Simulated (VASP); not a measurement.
Input of a VASP 6.6.1 run:

The input POSCAR:

```
BaO
1.0
    0.0000000000      2.7721139118      2.7721139118
    2.7721139118      0.0000000000      2.7721139118
    2.7721139118      2.7721139118      0.0000000000
Ba O
1 1
Direct
    0.0000000000      0.0000000000      0.0000000000
    0.5000000000      0.5000000000      0.5000000000
```

Contents of INCAR.step1:

```
SYSTEM = BaO
  ALGO = Normal
  EDIFF = 1E-5
  ENCUT = 660
  GGA = PE
  GGA_COMPAT = .False.
  ISMEAR = 0
  LASPH = .True.
  LCHARG = .False.
  LREAL = .False.
  LWAVE = .True.
  NBANDS = 15
  NELM = 120
  PREC = Accurate
  SIGMA = 0.01
```

Contents of INCAR.step2:

```
SYSTEM = BaO
  ALGO = Normal
  EDIFF = 1E-6
  ENCUT = 660
  GGA_COMPAT = .False.
  ISIF = 2
  ISMEAR = 0
  ISTART = 1
  LASPH = .True.
  LCHARG = .False.
  LMIXTAU = .True.
  LREAL = .False.
  LWAVE = .False.
  METAGGA = R2SCAN
  NBANDS = 15
  NELM = 120
  PREC = Accurate
  SIGMA = 0.01
```

Contents of KPOINTS:

```
k-points
0
Gamma
  8 8 8
  0 0 0
```

Potentials or basis: VASP PAW PBE potentials, release 64 (Ba_sv, O).

Command:

```bash
$ cat potpaw_PBE.64/Ba_sv/POTCAR potpaw_PBE.64/O/POTCAR > POTCAR
$ cp INCAR.step1 INCAR
$ mpirun -np 1 vasp_std > vasp.out
$ cp INCAR.step2 INCAR
$ mpirun -np 1 vasp_std > vasp.out
```

Task: Estimate the band gap on the k mesh.

Result: 2.32 eV.

Task: Estimate the pressure.

Result: 1.6 GPa.

Caveat: the PAW data sets were made with another functional, which shifts forces and pressure a little; spin-orbit coupling is left out, which moves the levels of the heavy elements. r2SCAN opens gaps a little over a GGA but as a rule still falls short of measured ones.
